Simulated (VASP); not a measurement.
# Hf (Im-3m) in VASP: further runs, part 2 of 3

VASP 6.6.1. Earlier steps stand in the parts before.

### 3 Single point, PBE

File INCAR:

```
ALGO = Normal
EDIFF = 1E-6
ENCUT = 520
GGA = PE
ISIF = 2
ISMEAR = 0
LASPH = T
LCHARG = F
LREAL = F
LWAVE = F
NBANDS = 11
NELM = 60
PREC = Accurate
SIGMA = 0.024
```

File KPOINTS:

```
k-points
0
Gamma
  10 10 10
```

File POSCAR:

```
Hf
1.0
   -1.8050000000      1.8050000000      1.8050000000
    1.8050000000     -1.8050000000      1.8050000000
    1.8050000000      1.8050000000     -1.8050000000
Hf
1
Direct
    0.0000000000      0.0000000000      0.0000000000
```

Potentials or basis: VASP PAW PBE potentials, release 64 (Hf_pv).

Launch:

```console
$ cat potpaw_PBE.64/Hf_pv/POTCAR > POTCAR
$ mpirun -np 1 vasp_std > vasp.out
```

OUTCAR:

```text
EDIFF = 1E-6
   ENCUT = 520
   GGA = PE
   ISIF = 2
   ISMEAR = 0
   LASPH = T
   LREAL = F
   NELM = 60
   PREC = Accurate

 ion  position               nearest neighbor table
   1  0.000  0.000  0.000-

  LATTYP: Found a body centered cubic cell.
 ALAT       =     3.6100000000

  Lattice vectors:

 A1 = (  -1.8050000000,   1.8050000000,   1.8050000000)
 A2 = (   1.8050000000,  -1.8050000000,   1.8050000000)
 A3 = (   1.8050000000,   1.8050000000,  -1.8050000000)

Analysis of symmetry for initial positions (statically):
=====================================================================
 Subroutine PRICEL returns:
 Original cell was already a primitive cell.

 Routine SETGRP: Setting up the symmetry group for a
 body centered cubic supercell.

 Subroutine GETGRP returns: Found 48 space group operations
[... 9 lines left out ...]

 Routine SETGRP: Setting up the symmetry group for a
 body centered cubic supercell.

 Subroutine GETGRP returns: Found 48 space group operations
[... 11 lines left out ...]
                                     Primitive cell

  volume of cell :      23.5229

  direct lattice vectors                    reciprocal lattice vectors
    -1.805000000  1.805000000  1.805000000     0.000000000  0.277008310  0.277008310
     1.805000000 -1.805000000  1.805000000     0.277008310  0.000000000  0.277008310
     1.805000000  1.805000000 -1.805000000     0.277008310  0.277008310  0.000000000

  length of vectors
     3.126351708  3.126351708  3.126351708     0.391748909  0.391748909  0.391748909

  position of ions in fractional coordinates (direct lattice)
     0.000000000  0.000000000  0.000000000

  ion indices of the primitive-cell ions
   primitive index   ion index
                 1           1

----------------------------------------------------------------------------------------

 KPOINTS: k-points

Automatic generation of k-mesh.
 Grid dimensions read from file:
 generate k-points for:   10   10   10

 Generating k-lattice:

  Cartesian coordinates                     Fractional coordinates (reciprocal lattice)
     0.000000000  0.027700831  0.027700831     0.100000000  0.000000000  0.000000000
     0.027700831  0.000000000  0.027700831     0.000000000  0.100000000  0.000000000
     0.027700831  0.027700831  0.000000000     0.000000000  0.000000000  0.100000000

  Length of vectors
     0.039174891  0.039174891  0.039174891

  Shift w.r.t. Gamma in fractional coordinates (k-lattice)
     0.000000000  0.000000000  0.000000000

 Subroutine IBZKPT returns following result:
 ===========================================

 Found     47 irreducible k-points:

 Following reciprocal coordinates:
            Coordinates               Weight
  0.000000  0.000000  0.000000      1.000000
  0.100000  0.000000  0.000000     12.000000
  0.200000  0.000000  0.000000     12.000000
  0.300000  0.000000  0.000000     12.000000
  0.400000  0.000000  0.000000     12.000000
  0.500000  0.000000  0.000000      6.000000
[... 16 lines left out ...]
  0.300000  0.300000  0.100000      8.000000
 -0.300000  0.300000  0.100000     24.000000
 [... further k-points ...]
   k-points           NKPTS =     47   k-points in BZ     NKDIM =     47   number of bands    NBANDS=     11
   number of dos      NEDOS =    301   number of ions     NIONS =      1
   total plane-waves  NPLWV =  13824
   dimension x,y,z NGX =    24 NGY =   24 NGZ =   24
   dimension x,y,z NGXF=    48 NGYF=   48 NGZF=   48
   ions per type =               1
   NGX,Y,Z   is equivalent  to a cutoff of  12.76, 12.76, 12.76 a.u.
   NGXF,Y,Z  is equivalent  to a cutoff of  25.52, 25.52, 25.52 a.u.
 SYSTEM =  unknown system
   PREC   = accura    normal or accurate (medium, high low for compatibility)
   ISTART =      0    job   : 0-new  1-cont  2-samecut
   ICHARG =      2    charge: 1-file 2-atom 10-const
   ISPIN  =      1    spin polarized calculation?
   LNONCOLLINEAR =      F non collinear calculations
   LSORBIT =      F    spin-orbit coupling
   LASPH  =      T    aspherical Exc in radial PAW
   ENCUT  =  520.0 eV  38.22 Ry    6.18 a.u.   5.81  5.81  5.81*2*pi/ulx,y,z
   NELM   =     60;   NELMIN=  2; NELMDL= -5     # of ELM steps
   EDIFF  = 0.1E-05   stopping-criterion for ELM
   LREAL  =      F    real-space projection
   EDIFFG = 0.1E-04   stopping-criterion for IOM
   NSW    =      0    number of steps for IOM
   IBRION =     -1    ionic relax: 0-MD 1-quasi-New 2-CG
   NFREE  =      0    steps in history (QN), initial steepest desc. (CG)
   ISIF   =      2    stress and relaxation
   ISYM   =      2    0-nonsym 1-usesym 2-fastsym
   POTIM  = 0.5000    time-step for ionic-motion
   TEBEG  =    0.0;   TEEND  =   0.0 temperature during run
   PSTRESS=    0.0 pullay stress
   NELECT =      10.0000    total number of electrons
   NUPDOWN=      -1.0000    fix difference up-down
   EMIN   =  10.00;   EMAX   =-10.00  energy-range for DOS
   EFERMI =   0.00;   METHOD = LEGACY
   ISMEAR =     0;   SIGMA  =   0.02  broadening in eV -4-tet -1-fermi 0-gaus
   EFERMI_NEDOS =   21; number of points for ismear=-14 and -15
   IALGO  =     38    algorithm
   IMIX   =      4    mixing-type and parameters
     AMIX     =   0.40;   BMIX     =  1.00
     AMIX_MAG =   1.60;   BMIX_MAG =  1.00
  volume/ion in A,a.u.               =      23.52       158.74
  Fermi-wavevector in a.u.,A,eV,Ry     =   1.230961  2.326179 20.616432  1.515265
  Thomas-Fermi vector in A             =   2.365789
   LORBIT       =      0    0 simple, 1 ext, 2 COOP (PROOUT), +10 PAW based schemes
   GGA     = PE    functional components
   LHFCALC =     F    Hartree Fock is set to
   AEXX    =    0.0000 exact exchange contribution
   IVDW    =     0    specifies the selected vdW correction
   LEPSILON=     F    determine dielectric tensor
   LRPA    =     F    only Hartree local field effects (RPA)
 non-spin polarized calculation
 Gauss-broadening in eV      SIGMA  =   0.02
  energy-cutoff  :      520.00
  volume of cell :       23.52
 maximum number of plane-waves:       682
   NGX = 11   NGY = 11   NGZ = 11

 number of electron      10.0000001 magnetization

 Free energy of the ion-electron system (eV)
  ---------------------------------------------------
  ext. energy  EPLUGINS =         0.00000000
  ---------------------------------------------------
  free energy    TOTEN  =        -9.72471342 eV

  energy without entropy =       -9.72408055  energy(sigma->0) =       -9.72439698

 E-fermi :   4.2522     XC(G=0): -11.0587

 val. band max:        4.2477348123   @ k =   0.3000   0.2000  -0.0000
 cond. band min:       4.3037489836   @ k =  -0.4000   0.4000   0.1000
 fundamental gap:      0.0560141713
 Fermi energy:         4.2521890781

 k-point     1 :       0.0000    0.0000    0.0000
  band No.  band energies     occupation
      1     -25.7918      2.00000
      2     -25.7918      2.00000
      3     -25.7918      2.00000
      4      -2.6289      2.00000
      5       5.7279      0.00000
      6       5.7279      0.00000
      7       5.7279      0.00000
      8       8.3649      0.00000
      9       8.3649      0.00000
     10      17.2904      0.00000
     11      17.2904      0.00000

 k-point     2 :       0.1000    0.0000    0.0000
  band No.  band energies     occupation
      1     -25.8614      2.00000
      2     -25.8139      2.00000
      3     -25.7920      2.00000
      4      -2.2837      2.00000
      5       5.4931      0.00000
      6       5.6181      0.00000
      7       6.0679      0.00000
      8       8.0332      0.00000
      9       8.3656      0.00000
     10      17.3130      0.00000
     11      17.5901      0.00000

 k-point     3 :       0.2000    0.0000    0.0000
  band No.  band energies     occupation
      1     -26.0396      2.00000
      2     -25.8712      2.00000
      3     -25.7925      2.00000
      4      -1.3371      2.00000
      5       4.9490      0.00000
      6       5.1218      0.00000
      7       7.0582      0.00000
      8       7.7944      0.00000
      9       8.4252      0.00000
     10      17.3089      0.00000
     11      17.7580      0.00000
[... 267 lines left out ...]
 k-point    23 :       0.3000    0.3000    0.1000
  band No.  band energies     occupation
      1     -26.2282      2.00000
      2     -26.2282      2.00000
      3     -25.9380      2.00000
      4       2.9238      2.00000
      5       3.7607      2.00000
      6       3.7607      2.00000
      7       9.0574      0.00000
      8       9.0574      0.00000
      9      10.3029      0.00000
     10      14.4701      0.00000
     11      14.4701      0.00000

 k-point    24 :      -0.3000    0.3000    0.1000
  band No.  band energies     occupation
      1     -26.2424      2.00000
      2     -25.9655      2.00000
      3     -25.8454      2.00000
      4       0.1980      2.00000
      5       4.4718      0.00000
      6       4.6878      0.00000
      7       7.1109      0.00000
      8       8.4763      0.00000
      9       9.0941      0.00000
     10      15.9415      0.00000
     11      17.3168      0.00000

 [... further k-points ...]
[... 5 lines left out ...]
  --------------------------------------------------------------------------------------
  -------------------------------------------------------------------------------------
  Total       -0.7843466     -0.7843466     -0.7843466      0.0000000      0.0000000     -0.0000000
  in kB      -53.4228454    -53.4228454    -53.4228454      0.0000000      0.0000000     -0.0000000
  external PRESSURE =     -53.4228454 kB  Pullay stress =       0.0000000 kB

 VOLUME and BASIS-vectors are now :
 -----------------------------------------------------------------------------
  energy-cutoff  :      520.00
  volume of cell :       23.52
      direct lattice vectors                 reciprocal lattice vectors
    -1.805000000  1.805000000  1.805000000     0.000000000  0.277008310  0.277008310
     1.805000000 -1.805000000  1.805000000     0.277008310  0.000000000  0.277008310
     1.805000000  1.805000000 -1.805000000     0.277008310  0.277008310  0.000000000

 POSITION                                       TOTAL-FORCE (eV/Angst)
 -----------------------------------------------------------------------------------
      0.00000      0.00000      0.00000         0.000000     -0.000000     -0.000000
 -----------------------------------------------------------------------------------
    total drift:                                0.000000      0.000000     -0.000000

  FREE ENERGIE OF THE ION-ELECTRON SYSTEM (eV)
  ---------------------------------------------------
  free  energy   TOTEN  =        -9.7247134186 eV

  energy  without entropy=       -9.7240805467  energy(sigma->0) =       -9.72439698
```

stdout:

```text
POSCAR found type information on POSCAR Hf
 POSCAR found :  1 types and       1 ions
 scaLAPACK will be used
 LDA part: xc-table for (Slater+PW92), standard interpolation
 POSCAR, INCAR and KPOINTS ok, starting setup
 FFT: planning ... GRIDC
 FFT: planning ... GRID_SOFT
 FFT: planning ... GRID
 WAVECAR not read
 entering main loop
```

Wall time 5.7 s (1 thread of Intel Xeon 6975P-C, shared host); peak memory 0.14 GiB.

Results:

```
Free energy            : -9.7247 eV
Pressure               : -5.3 GPa
Band gap on the k mesh : zero (band 5 reaches 5.73 eV, above the bottom of band 6 at 3.54 eV)
```

Caveat: spin-orbit coupling is left out, which moves the levels of the heavy elements.

### 4 Single point, r2SCAN

POSCAR is that of step 3.

File INCAR.step1:

```
PREC = Accurate
ENCUT = 520
ISMEAR = -1
SIGMA = 0.05
LREAL = False
LASPH = True
NELM = 80
NBANDS = 11
GGA = PE
ALGO = Normal
EDIFF = 1E-4
LWAVE = True
LCHARG = False
```

File INCAR.step2:

```
PREC = Accurate
ENCUT = 520
EDIFF = 1E-7
ISMEAR = -1
SIGMA = 0.05
LREAL = False
LASPH = True
NELM = 80
ALGO = Normal
ISIF = 2
LWAVE = False
LCHARG = False
METAGGA = R2SCAN
LMIXTAU = True
NBANDS = 11
ISTART = 1
```

File KPOINTS:

```
regular mesh
0
Gamma
  10 10 10
```

Launch:

```console
$ cat potpaw_PBE.64/Hf_pv/POTCAR > POTCAR
$ cp INCAR.step1 INCAR
$ mpirun -np 1 vasp_std > vasp.out
$ cp INCAR.step2 INCAR
$ mpirun -np 1 vasp_std > vasp.out
```

Wall time 35 s (1 thread of Intel Xeon 6975P-C, shared host); peak memory 0.15 GiB.

Results (log left out):

| Item | Value |
| --- | --- |
| Free energy | -44.9243 eV |
| Pressure | -6.0 GPa |
| Band gap on the k mesh | zero (band 5 reaches 5.85 eV, above the bottom of band 6 at 3.40 eV) |

Levels at points of the mesh, in eV from the Fermi level:
```
           k point  band 2  band 3  band 4  band 5  band 6  band 7  band 8  band 9
(0.00, 0.00, 0.00)  -31.19  -31.19   -7.22    1.72    1.72    1.72    4.40    4.40
(0.50, 0.00, 0.00)  -31.42  -31.19   -3.32   -0.30    0.68    4.24    5.19    7.49
(0.50, 0.50, 0.50)  -31.68  -31.68   -2.48   -2.48    6.72    6.72    6.72    7.09
```

Caveat: the PAW data sets were made with another functional, which shifts forces and pressure a little; spin-orbit coupling is left out, which moves the levels of the heavy elements.

(Continued in part 3 of 3.)
